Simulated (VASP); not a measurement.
Input of a VASP 6.6.1 run:

File INCAR:

```
PREC     = Accurate       # precision mode
ENCUT    = 400            # plane-wave cutoff, eV
EDIFF    = 1E-6           # SCF threshold, eV
ISMEAR   = 0              # smearing method
SIGMA    = 0.1            # smearing width, eV
LREAL    = False          # projectors in reciprocal space
LASPH    = True           # aspherical terms in the spheres
NELM     = 120            # most SCF steps
ALGO     = Normal         # electronic algorithm
ISIF     = 2              # what is computed and relaxed
LWAVE    = False          # write WAVECAR
LCHARG   = False          # write CHGCAR
LDIPOL   = True         
IDIPOL   = 3            
DIPOL    = 0.5 0.5 0.495
GGA      = PS             # functional
NBANDS   = 22             # bands
ISYM     = -1           
GGA_COMPAT= False        
NELMDL   = -8
```

KPOINTS

```
explicit points
72
Reciprocal
  0.04166667   0.04166667   0.00000000 2
  0.04166667   0.12500000   0.00000000 2
  0.04166667   0.20833333   0.00000000 2
  0.04166667   0.29166667   0.00000000 2
  0.04166667   0.37500000   0.00000000 2
  0.04166667   0.45833333   0.00000000 2
  0.04166667   0.54166667   0.00000000 2
  0.04166667   0.62500000   0.00000000 2
  0.04166667   0.70833333   0.00000000 2
  0.04166667   0.79166667   0.00000000 2
  0.04166667   0.87500000   0.00000000 2
  0.04166667   0.95833333   0.00000000 2
  0.12500000   0.04166667   0.00000000 2
  0.12500000   0.12500000   0.00000000 2
  0.12500000   0.20833333   0.00000000 2
  0.12500000   0.29166667   0.00000000 2
  0.12500000   0.37500000   0.00000000 2
  0.12500000   0.45833333   0.00000000 2
  0.12500000   0.54166667   0.00000000 2
  0.12500000   0.62500000   0.00000000 2
  0.12500000   0.70833333   0.00000000 2
  0.12500000   0.79166667   0.00000000 2
  0.12500000   0.87500000   0.00000000 2
  0.12500000   0.95833333   0.00000000 2
  0.20833333   0.04166667   0.00000000 2
  0.20833333   0.12500000   0.00000000 2
  0.20833333   0.20833333   0.00000000 2
  0.20833333   0.29166667   0.00000000 2
  0.20833333   0.37500000   0.00000000 2
  0.20833333   0.45833333   0.00000000 2
  0.20833333   0.54166667   0.00000000 2
  0.20833333   0.62500000   0.00000000 2
  0.20833333   0.70833333   0.00000000 2
  0.20833333   0.79166667   0.00000000 2
  0.20833333   0.87500000   0.00000000 2
  0.20833333   0.95833333   0.00000000 2
  0.29166667   0.04166667   0.00000000 2
  0.29166667   0.12500000   0.00000000 2
  0.29166667   0.20833333   0.00000000 2
  0.29166667   0.29166667   0.00000000 2
  0.29166667   0.37500000   0.00000000 2
  0.29166667   0.45833333   0.00000000 2
  0.29166667   0.54166667   0.00000000 2
  0.29166667   0.62500000   0.00000000 2
  0.29166667   0.70833333   0.00000000 2
  0.29166667   0.79166667   0.00000000 2
  0.29166667   0.87500000   0.00000000 2
  0.29166667   0.95833333   0.00000000 2
  0.37500000   0.04166667   0.00000000 2
  0.37500000   0.12500000   0.00000000 2
  0.37500000   0.20833333   0.00000000 2
  0.37500000   0.29166667   0.00000000 2
  0.37500000   0.37500000   0.00000000 2
  0.37500000   0.45833333   0.00000000 2
  0.37500000   0.54166667   0.00000000 2
  0.37500000   0.62500000   0.00000000 2
  0.37500000   0.70833333   0.00000000 2
  0.37500000   0.79166667   0.00000000 2
  0.37500000   0.87500000   0.00000000 2
  0.37500000   0.95833333   0.00000000 2
  0.45833333   0.04166667   0.00000000 2
  0.45833333   0.12500000   0.00000000 2
  0.45833333   0.20833333   0.00000000 2
  0.45833333   0.29166667   0.00000000 2
  0.45833333   0.37500000   0.00000000 2
  0.45833333   0.45833333   0.00000000 2
  0.45833333   0.54166667   0.00000000 2
  0.45833333   0.62500000   0.00000000 2
  0.45833333   0.70833333   0.00000000 2
  0.45833333   0.79166667   0.00000000 2
  0.45833333   0.87500000   0.00000000 2
  0.45833333   0.95833333   0.00000000 2
```

Contents of POSCAR:

```
Al8H
1.0
    2.8362844922      0.0000000000      0.0000000000
   -1.4181422461      2.4562944226      0.0000000000
    0.0000000000      0.0000000000     35.3137615421
Al H
8 1
Direct
    0.3333333333      0.6666666667      0.2406993656
    0.0000000000      0.0000000000      0.3066945262
    0.6666666667      0.3333333333      0.3726896867
    0.0000000000      0.0000000000      0.4386848473
    0.3345586233      0.6654413767      0.5045946440
    0.0016820796     -0.0016820796      0.5712777797
    0.6677928910      0.3322071090      0.6367771481
    0.0068504639     -0.0068504639      0.7125350474
    0.3364253202      0.6635746798      0.6723101610
```

Potentials or basis: VASP PAW PBE potentials, release 64 (Al, H).

The run is started by

```bash
$ cat potpaw_PBE.64/Al/POTCAR potpaw_PBE.64/H/POTCAR > POTCAR
$ mpirun -np 1 vasp_std > vasp.out
```

Task: Predict the largest force.

Result: 0.050 eV/Å.

Task: Estimate the band gap on the k mesh.

Result: Zero (an odd number of electrons rules out a gap without spin polarisation).

Forces in eV/Å, atoms in the order of the input:
```
Al  -0.001  0.001 -0.023
Al   0.000  0.000  0.002
Al  -0.006  0.003 -0.020
Al   0.006 -0.004  0.049
Al   0.001  0.000  0.011
Al  -0.002  0.001 -0.004
Al   0.003 -0.002  0.003
Al  -0.003  0.002 -0.017
H    0.002 -0.001 -0.001
```

Caveat: the PAW data sets were made with another functional, which shifts forces and pressure a little.
